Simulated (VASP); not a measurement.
# BePd (Pm-3m) in VASP: notebook, part 2 of 2

VASP 6.6.1.

## 4. Single point, LDA

This run uses another cell than the first one, of 11.57 Å³/atom, 1.130 times its volume.

Input file INCAR:

```
ALGO = Normal
EDIFF = 1E-6
ENCUT = 520
ISIF = 2
ISMEAR = -1
LASPH = T
LCHARG = T
LELF = T
LREAL = F
LVHAR = T
LWAVE = F
NBANDS = 13
NELM = 80
PREC = Accurate
SIGMA = 0.2
```

Input file KPOINTS:

```
k-points
0
Gamma
  8 8 8
```

Input file POSCAR:

```
BePd
1.0
    2.8500174029      0.0000000000      0.0000000000
    0.0000000000      2.8500174029      0.0000000000
    0.0000000000      0.0000000000      2.8500174029
Be Pd
1 1
Direct
    0.0000000000      0.0000000000      0.0000000000
    0.5000000000      0.5000000000      0.5000000000
```

Potentials or basis: VASP PAW LDA potentials, release 64 (Be, Pd).

Command:

```bash
$ cat potpaw_LDA.64/Be/POTCAR potpaw_LDA.64/Pd/POTCAR > POTCAR
$ mpirun -np 1 vasp_std > vasp.out
```

OUTCAR:

```text
EDIFF = 1E-6
   ENCUT = 520
   ISIF = 2
   ISMEAR = -1
   LASPH = T
   LREAL = F
   NELM = 80
   PREC = Accurate

 ion  position               nearest neighbor table
   1  0.000  0.000  0.000-   2 2.47   2 2.47   2 2.47   2 2.47   2 2.47   2 2.47   2 2.47   2 2.47

   2  0.500  0.500  0.500-   1 2.47   1 2.47   1 2.47   1 2.47   1 2.47   1 2.47   1 2.47   1 2.47

  LATTYP: Found a simple cubic cell.
 ALAT       =     2.8500174029

  Lattice vectors:

 A1 = (   2.8500174029,   0.0000000000,   0.0000000000)
 A2 = (   0.0000000000,   2.8500174029,   0.0000000000)
 A3 = (   0.0000000000,   0.0000000000,   2.8500174029)

Analysis of symmetry for initial positions (statically):
=====================================================================
 Subroutine PRICEL returns:
 Original cell was already a primitive cell.

 Routine SETGRP: Setting up the symmetry group for a
 simple cubic supercell.

 Subroutine GETGRP returns: Found 48 space group operations
 (whereof 48 operations were pure point group operations)
 out of a pool of 48 trial point group operations.

The static configuration has the point symmetry O_h .

Analysis of symmetry for dynamics (positions and initial velocities):
[... 166 lines left out ...]
 k-point     1 :       0.0000    0.0000    0.0000
  band No.  band energies     occupation
      1      -0.2120      2.00000
      2       3.7968      2.00000
      3       3.7968      2.00000
      4       6.8759      1.99996
      5       6.8759      1.99996
      6       6.8759      1.99996
      7      14.3622      0.00000
      8      14.3622      0.00000
      9      14.3622      0.00000
     10      23.2286      0.00000
     11      23.2286      0.00000
     12      25.1888      0.00000
     13      32.3440      0.00000
[... 354 lines left out ...]
  band No.  band energies     occupation
      1       2.8352      2.00000
      2       4.4657      2.00000
      3       4.9720      2.00000
      4       5.2986      2.00000
      5       6.8548      1.99996
      6       8.3395      1.93742
      7       9.0016      1.06121
      8      15.1594      0.00000
      9      15.4310      0.00000
     10      17.2437      0.00000
     11      23.0966      0.00000
     12      23.4276      0.00000
     13      29.2583      0.00000

 [... further k-points ...]
[... 5 lines left out ...]
  --------------------------------------------------------------------------------------
  -------------------------------------------------------------------------------------
  Total       -1.9355250     -1.9355250     -1.9355250      0.0000000      0.0000000      0.0000000
  in kB     -133.9574374   -133.9574374   -133.9574374      0.0000000      0.0000000      0.0000000
  external PRESSURE =    -133.9574374 kB  Pullay stress =       0.0000000 kB

 VOLUME and BASIS-vectors are now :
 -----------------------------------------------------------------------------
  energy-cutoff  :      520.00
  volume of cell :       23.15
      direct lattice vectors                 reciprocal lattice vectors
     2.850017403  0.000000000  0.000000000     0.350875050  0.000000000  0.000000000
     0.000000000  2.850017403  0.000000000     0.000000000  0.350875050  0.000000000
     0.000000000  0.000000000  2.850017403     0.000000000  0.000000000  0.350875050

 POSITION                                       TOTAL-FORCE (eV/Angst)
 -----------------------------------------------------------------------------------
      0.00000      0.00000      0.00000         0.000000      0.000000      0.000000
      1.42501      1.42501      1.42501         0.000000      0.000000      0.000000
 -----------------------------------------------------------------------------------
    total drift:                                0.000000     -0.000000     -0.000000

  FREE ENERGIE OF THE ION-ELECTRON SYSTEM (eV)
  ---------------------------------------------------
  free  energy   TOTEN  =       -11.9275179263 eV

  energy  without entropy=      -11.8508195812  energy(sigma->0) =      -11.88916875
```

Wall time 14 s (1 thread of Intel Xeon 8259CL, shared host); peak memory 0.13 GiB.

What came out:

```yaml
Free_energy: -11.9275 eV
Pressure: -13.4 GPa
Band_gap_on_the_k_mesh: zero (band 6 reaches 13.75 eV, above the bottom of band 7 at 7.86 eV)
```

## 5. Single point, LDA

This run uses another cell than the first one, of 12.47 Å³/atom, 1.217 times its volume.

Input file INCAR:

```
PREC = Accurate
ENCUT = 520
EDIFF = 1E-7
ISMEAR = -1
SIGMA = 0.2
LREAL = F
LASPH = T
NELM = 60
ALGO = Normal
ISIF = 2
LWAVE = F
LCHARG = F
GGA = CA
NBANDS = 13
```

Input file KPOINTS:

```
Automatic mesh
0
Gamma
  8 8 8
```

Input file POSCAR:

```
BePd
1.0
    2.9212971817      0.0000000000      0.0000000000
    0.0000000000      2.9212971817      0.0000000000
    0.0000000000      0.0000000000      2.9212971817
Be Pd
1 1
Direct
    0.0000000000      0.0000000000      0.0000000000
    0.5000000000      0.5000000000      0.5000000000
```

Command:

```bash
$ cat potpaw_LDA.64/Be/POTCAR potpaw_LDA.64/Pd/POTCAR > POTCAR
$ mpirun -np 1 vasp_std > vasp.out
```

It took 15 s on 1 thread of Intel Xeon 8259CL, shared host; peak memory 0.13 GiB.

Results (log left out):

| Item | Value |
| --- | --- |
| Free energy | -11.7278 eV |
| Pressure | -22.0 GPa |
| Band gap on the k mesh | zero (band 6 reaches 12.40 eV, above the bottom of band 7 at 6.88 eV) |

Levels at points of the mesh, in eV from the Fermi level:
```tsv
k point	band 2	band 3	band 4	band 5	band 6	band 7	band 8	band 9	band 10	band 11
(0.00, 0.00, 0.00)	-4.72	-4.72	-2.00	-2.00	-2.00	5.23	5.23	5.23	13.67	13.67
(0.50, 0.00, 0.00)	-4.32	-4.13	-3.29	-3.29	-1.88	-0.01	9.45	9.45	11.49	13.92
(0.50, 0.50, 0.00)	-4.15	-2.84	-2.84	-1.37	-1.37	-1.12	4.87	5.36	8.37	15.01
(0.50, 0.50, 0.50)	-5.42	-5.42	-1.06	-1.06	4.41	5.42	5.42	5.42	6.23	6.23
```

## 6. The runs side by side

```csv
cell,gap on the mesh (eV),pressure (GPa)
"a = 2.736 Å, 2 atoms",none,10.1
"a = 2.775 Å, 2 atoms",none,0.4
"a = 2.850 Å, 2 atoms",none,-13.4
"a = 2.921 Å, 2 atoms",none,-22.0
```

Alike in all rows: task single point; level LDA; potentials or basis VASP PAW LDA potentials, release 64 (Be, Pd); no spin polarisation; k mesh 8 × 8 × 8; cutoff (eV) 520; smearing fermi-dirac 0.2 eV.

Total energies depend on the potentials used, so only differences within one code and one set of settings carry meaning.
